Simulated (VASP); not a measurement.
Set up this calculation in VASP 6.6.1, as the native input.

* Task: single point
* Functional: r2SCAN
* Potentials or basis: VASP PAW PBE potentials, release 64 (Mg, Se)
* Cutoff: 660 eV
* k mesh: 5 × 5 × 5
* Occupations: gaussian, width 0.01 eV
* Spin: no spin polarisation
* Dipole correction: no
* Further INCAR settings: ALGO = Normal; EDIFF = 1e-06; NBANDS = 11

Crystal: MgSe.

```
Mg Se
1.0
     0.00000    2.50635    2.50635
     2.50635    0.00000    2.50635
     2.50635    2.50635    0.00000
Mg Se
1 1
Direct
  0.00000 0.00000 0.00000
  0.50000 0.50000 0.50000
```

These files were run (other wordings do the same):

POSCAR

```
MgSe
1.0
    0.0000000000      2.5063481818      2.5063481818
    2.5063481818      0.0000000000      2.5063481818
    2.5063481818      2.5063481818      0.0000000000
Mg Se
1 1
Direct
    0.0000000000      0.0000000000      0.0000000000
    0.5000000000      0.5000000000      0.5000000000
```

INCAR.step1

```
PREC = Accurate ; ENCUT = 660
ISMEAR = 0 ; SIGMA = 0.01
LREAL = False ; LASPH = True
NELM = 120 ; NBANDS = 11
GGA = PE ; ALGO = Normal
EDIFF = 1E-5 ; LWAVE = True
LCHARG = False ; GGA_COMPAT = False
```

INCAR.step2

```
PREC = Accurate ; ENCUT = 660
EDIFF = 1E-6 ; ISMEAR = 0
SIGMA = 0.01 ; LREAL = False
LASPH = True ; NELM = 120
ALGO = Normal ; ISIF = 2
LWAVE = False ; LCHARG = False
METAGGA = R2SCAN ; LMIXTAU = True
NBANDS = 11 ; ISTART = 1
GGA_COMPAT = False
```

KPOINTS

```
regular mesh
0
Gamma
  5 5 5
```

Potentials or basis: VASP PAW PBE potentials, release 64 (Mg, Se).

Launch:

```bash
$ cat potpaw_PBE.64/Mg/POTCAR potpaw_PBE.64/Se/POTCAR > POTCAR
$ cp INCAR.step1 INCAR
$ mpirun -np 1 vasp_std > vasp.out
$ cp INCAR.step2 INCAR
$ mpirun -np 1 vasp_std > vasp.out
```

It gave:

| Item | Value |
| --- | --- |
| Pressure | 29.8 GPa |
| Band gap on the k mesh | 3.32 eV, indirect (least direct gap 5.66 eV) |

Caveat: the k points lie up to 0.43 Å⁻¹ apart; the PAW data sets were made with another functional, which shifts forces and pressure a little.

It took 42 s on 1 thread of Intel Xeon 6455B, with other jobs on the host, peak memory 0.17 GiB.
